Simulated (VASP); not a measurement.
# Bi (I4/mmm) in VASP: a series of runs

The runs below take Bi through single point, with PBEsol.

Program: VASP 6.6.1. These are calculated values, not measurements. Logs are shortened: lines on timing, memory, paths and dates and some standing lists are left out, and cuts for length are marked.

### 1 The cell of the first run

Symmetry: I4/mmm, No. 139, tetragonal system. The conventional cell has a = 4.448 Å, b = 4.448 Å, c = 3.145 Å, α = 90.00°, β = 90.00°, γ = 90.00°. Within 4.1 Å of Bi (site symmetry 4/mmm) lie 10 Bi at 3.15 to 3.52 Å.

### 2 Single point, PBEsol

The input, INCAR:

```
PREC = Accurate
ENCUT = 520
EDIFF = 1E-6
ISMEAR = 0
SIGMA = 0.15
LREAL = False
LASPH = True
NELM = 60
ALGO = Fast
ISIF = 2
LWAVE = False
LCHARG = True
GGA = PS
LELF = True
LVHAR = True
NBANDS = 14
```

The input, KPOINTS:

```
Automatic mesh
0
Gamma
  18 18 18
```

The input, POSCAR:

```
Bi
1.0
   -2.2241925384      2.2241925384      1.5725041247
    2.2241925384     -2.2241925384      1.5725041247
    2.2241925384      2.2241925384     -1.5725041247
Bi
1
Direct
    0.0000000000      0.0000000000      0.0000000000
```

Potentials or basis: VASP PAW PBE potentials, release 64 (Bi_d).

Launch:

```
$ cat potpaw_PBE.64/Bi_d/POTCAR > POTCAR
$ mpirun -np 1 vasp_std > vasp.out
```

OUTCAR:

```text
PREC = Accurate
   ENCUT = 520
   EDIFF = 1E-6
   ISMEAR = 0
   LREAL = False
   LASPH = True
   NELM = 60
   ISIF = 2
   GGA = PS

 ion  position               nearest neighbor table
   1  0.000  0.000  0.000-

  LATTYP: Found a body centered tetragonal cell.
 ALAT       =     4.4483850768
 C/A-ratio  =     0.7070000000

  Lattice vectors:

 A1 = (  -2.2241925384,   2.2241925384,   1.5725041247)
 A2 = (   2.2241925384,  -2.2241925384,   1.5725041247)
 A3 = (   2.2241925384,   2.2241925384,  -1.5725041247)

Analysis of symmetry for initial positions (statically):
=====================================================================
 Subroutine PRICEL returns:
 Original cell was already a primitive cell.

 Routine SETGRP: Setting up the symmetry group for a
 body centered tetragonal supercell.

 Subroutine GETGRP returns: Found 16 space group operations
 (whereof 16 operations were pure point group operations)
 out of a pool of 16 trial point group operations.

The static configuration has the point symmetry D_4h.

Analysis of symmetry for dynamics (positions and initial velocities):
=====================================================================
 Subroutine PRICEL returns:
 Original cell was already a primitive cell.

 Routine SETGRP: Setting up the symmetry group for a
 body centered tetragonal supercell.

 Subroutine GETGRP returns: Found 16 space group operations
 (whereof 16 operations were pure point group operations)
 out of a pool of 16 trial point group operations.

The dynamic configuration has the point symmetry D_4h.

 Subroutine INISYM returns: Found 16 space group operations
 (whereof 16 operations are pure point group operations),
 and found     1 'primitive' translations

----------------------------------------------------------------------------------------

                                     Primitive cell

  volume of cell :      31.1169

  direct lattice vectors                    reciprocal lattice vectors
    -2.224192538  2.224192538  1.572504125     0.000000000  0.224800682  0.317964190
     2.224192538 -2.224192538  1.572504125     0.224800682  0.000000000  0.317964190
     2.224192538  2.224192538 -1.572504125     0.224800682  0.224800682  0.000000000

  length of vectors
     3.516650980  3.516650980  3.516650980     0.389405409  0.389405409  0.317916174

  position of ions in fractional coordinates (direct lattice)
     0.000000000  0.000000000  0.000000000

[... 84 lines left out ...]
   TEBEG  =    0.0;   TEEND  =   0.0 temperature during run
   PSTRESS=    0.0 pullay stress
   NELECT =      15.0000    total number of electrons
   NUPDOWN=      -1.0000    fix difference up-down
   EMIN   =  10.00;   EMAX   =-10.00  energy-range for DOS
   EFERMI =   0.00;   METHOD = LEGACY
   ISMEAR =     0;   SIGMA  =   0.15  broadening in eV -4-tet -1-fermi 0-gaus
   EFERMI_NEDOS =   21; number of points for ismear=-14 and -15
   IALGO  =     68    algorithm
   IMIX   =      4    mixing-type and parameters
     AMIX     =   0.40;   BMIX     =  1.00
     AMIX_MAG =   1.60;   BMIX_MAG =  1.00
  volume/ion in A,a.u.               =      31.12       209.99
  Fermi-wavevector in a.u.,A,eV,Ry     =   1.283630  2.425708 22.418388  1.647705
  Thomas-Fermi vector in A             =   2.415871
   LORBIT       =      0    0 simple, 1 ext, 2 COOP (PROOUT), +10 PAW based schemes
   GGA     = PS    functional components
   LHFCALC =     F    Hartree Fock is set to
   AEXX    =    0.0000 exact exchange contribution
   IVDW    =     0    specifies the selected vdW correction
   LEPSILON=     F    determine dielectric tensor
   LRPA    =     F    only Hartree local field effects (RPA)
 non-spin polarized calculation
 RMM-DIIS sequential band-by-band and
 Gauss-broadening in eV      SIGMA  =   0.15
  energy-cutoff  :      520.00
  volume of cell :       31.12
 maximum number of plane-waves:       873
 NGX is ok and might be reduce to    28
   NGX = 13   NGY = 13   NGZ = 13

 number of electron      15.0000002 magnetization

 Free energy of the ion-electron system (eV)
  ---------------------------------------------------
  ext. energy  EPLUGINS =         0.00000000
  ---------------------------------------------------
  free energy    TOTEN  =        -4.13172734 eV

  energy without entropy =       -4.12411250  energy(sigma->0) =       -4.12791992

 E-fermi :   7.8117     XC(G=0): -10.3986

 val. band max:        7.8072582922   @ k =  -0.4444   0.1667   0.1111
 cond. band min:       7.8184384350   @ k =   0.3889   0.3889  -0.0000
 fundamental gap:      0.0111801428
 Fermi energy:         7.8117412307

 k-point     1 :       0.0000    0.0000    0.0000
  band No.  band energies     occupation
      1     -15.3412      2.00000
      2     -15.2469      2.00000
      3     -15.1143      2.00000
      4     -15.1143      2.00000
      5     -15.0615      2.00000
      6      -5.9690      2.00000
      7      10.9005      0.00000
      8      10.9005      0.00000
      9      14.6775      0.00000
     10      15.5419      0.00000
     11      15.7384      0.00000
     12      19.5752      0.00000
     13      19.5752      0.00000
     14      21.8825      0.00000
[... 377 lines left out ...]
      1     -15.2537      2.00000
      2     -15.2169      2.00000
      3     -15.1356      2.00000
      4     -15.1142      2.00000
      5     -15.0757      2.00000
      6      -5.1846      2.00000
      7       8.5940      0.00000
      8      10.0913      0.00000
      9      11.5996      0.00000
     10      16.2659      0.00000
     11      17.4995      0.00000
     12      17.6531      0.00000
     13      19.0345      0.00000
     14      20.8328      0.00000

 [... further k-points ...]

------------------------ aborting loop because EDIFF is reached ----------------------------------------

  FORCE on cell =-STRESS in cart. coord.  units (eV):
  Direction    XX          YY          ZZ          XY          YZ          ZX
  --------------------------------------------------------------------------------------
  -------------------------------------------------------------------------------------
  Total       -0.3321591     -0.3321591      1.2210600      0.0000000      0.0000000      0.0000000
  in kB      -17.1025242    -17.1025242     62.8710986      0.0000000      0.0000000      0.0000000
  external PRESSURE =       9.5553501 kB  Pullay stress =       0.0000000 kB

 VOLUME and BASIS-vectors are now :
 -----------------------------------------------------------------------------
  energy-cutoff  :      520.00
  volume of cell :       31.12
      direct lattice vectors                 reciprocal lattice vectors
    -2.224192538  2.224192538  1.572504125     0.000000000  0.224800682  0.317964190
     2.224192538 -2.224192538  1.572504125     0.224800682  0.000000000  0.317964190
     2.224192538  2.224192538 -1.572504125     0.224800682  0.224800682  0.000000000

 POSITION                                       TOTAL-FORCE (eV/Angst)
 -----------------------------------------------------------------------------------
      0.00000      0.00000      0.00000         0.000000      0.000000      0.000000
 -----------------------------------------------------------------------------------
    total drift:                               -0.000000     -0.000000     -0.000000

  FREE ENERGIE OF THE ION-ELECTRON SYSTEM (eV)
  ---------------------------------------------------
  free  energy   TOTEN  =        -4.1317273426 eV

  energy  without entropy=       -4.1241125045  energy(sigma->0) =       -4.12791992
```

OSZICAR:

```text
N       E                     dE             d eps       ncg     rms          rms(c)
DAV:   1     0.114343323887E+03    0.11434E+03   -0.76913E+03 13548   0.123E+03
DAV:   2     0.254367604133E+01   -0.11180E+03   -0.10816E+03 14550   0.339E+02
DAV:   3    -0.398135816552E+01   -0.65250E+01   -0.64996E+01 16728   0.797E+01
DAV:   4    -0.413395799970E+01   -0.15260E+00   -0.15256E+00 16880   0.130E+01
DAV:   5    -0.414046323710E+01   -0.65052E-02   -0.65051E-02 18766   0.246E+00    0.484E-01
RMM:   6    -0.413354674582E+01    0.69165E-02   -0.76915E-03 16518   0.104E+00    0.274E-01
RMM:   7    -0.413164979188E+01    0.18970E-02   -0.64885E-03 16511   0.818E-01    0.761E-02
RMM:   8    -0.413168885828E+01   -0.39066E-04   -0.12417E-03 19113   0.442E-01    0.124E-02
RMM:   9    -0.413172469099E+01   -0.35833E-04   -0.36766E-04 22098   0.171E-01    0.105E-02
RMM:  10    -0.413172484447E+01   -0.15349E-06   -0.59802E-05 18334   0.107E-01    0.285E-03
RMM:  11    -0.413172708921E+01   -0.22447E-05   -0.33142E-05 22482   0.516E-02    0.270E-03
RMM:  12    -0.413172734256E+01   -0.25335E-06   -0.33822E-06 12793   0.163E-02
   1 F= -.41317273E+01 E0= -.41279199E+01  d E =-.761484E-02
```

It took 6 min on 1 thread of Intel Xeon 8259CL, shared host; peak memory 0.31 GiB.

What came out:

```
Free energy            : -4.1317 eV
Pressure               : 1.0 GPa
Band gap on the k mesh : zero (an odd number of electrons rules out a gap without spin polarisation)
```

Stress tensor (GPa, compression positive):
```
-1.71  0.00  0.00
 0.00 -1.71  0.00
 0.00  0.00  6.29
```

Caveat: the PAW data sets were made with another functional, which shifts forces and pressure a little; spin-orbit coupling is left out, which moves the levels of the heavy elements.

### 3 Single point, PBEsol

The input, INCAR:

```
SYSTEM = Bi
ALGO = Fast
EDIFF = 1E-6
ENCUT = 520
GGA = PS
ISIF = 2
ISMEAR = 0
LASPH = .True.
LCHARG = .True.
LELF = .True.
LREAL = .False.
LVHAR = .True.
LWAVE = .False.
NBANDS = 14
NELM = 80
PREC = Accurate
SIGMA = 0.15
```

The input, KPOINTS:

```
k-points
0
Gamma
  18 18 18
  0 0 0
```

The input, POSCAR:

```
Bi
1.0
   -2.0917312056      2.0917312056      1.7779715248
    2.0917312056     -2.0917312056      1.7779715248
    2.0917312056      2.0917312056     -1.7779715248
Bi
1
Direct
    0.0000000000      0.0000000000      0.0000000000
```

Potentials or basis: VASP PAW PBE potentials, release 64 (Bi_d).

Launch:

```
$ cat potpaw_PBE.64/Bi_d/POTCAR > POTCAR
$ mpirun -np 1 vasp_std > vasp.out
```

Wall time 5.1 min (1 thread of Intel Xeon 8259CL, shared host); peak memory 0.31 GiB.

Results (log left out):

| Property | Result |
| --- | --- |
| Free energy | -4.2044 eV |
| Pressure | -1.5 GPa |
| Band gap on the k mesh | zero (an odd number of electrons rules out a gap without spin polarisation) |

Stress tensor (GPa, compression positive):
```
-1.65  0.00  0.00
 0.00 -1.65  0.00
 0.00  0.00 -1.24
```

Levels at points of the mesh, in eV from the Fermi level:
| k point | band 3 | band 4 | band 5 | band 6 | band 7 | band 8 | band 9 | band 10 | band 11 | band 12 |
| --- | --- | --- | --- | --- | --- | --- | --- | --- | --- | --- |
| (0.00, 0.00, 0.00) | -22.98 | -22.94 | -22.85 | -13.61 | 4.48 | 4.48 | 5.86 | 8.54 | 9.76 | 10.40 |
| (0.50, 0.00, 0.00) | -22.88 | -22.84 | -22.79 | -10.24 | -5.02 | 1.14 | 2.55 | 5.38 | 6.82 | 11.70 |
| (0.50, 0.50, 0.00) | -22.92 | -22.89 | -22.81 | -11.01 | -5.34 | 2.92 | 4.88 | 7.49 | 9.44 | 10.15 |
| (0.50, 0.50, 0.50) | -22.82 | -22.82 | -22.79 | -8.75 | -2.65 | -2.65 | 0.15 | 2.85 | 4.70 | 15.74 |

Caveat: the PAW data sets were made with another functional, which shifts forces and pressure a little; spin-orbit coupling is left out, which moves the levels of the heavy elements.
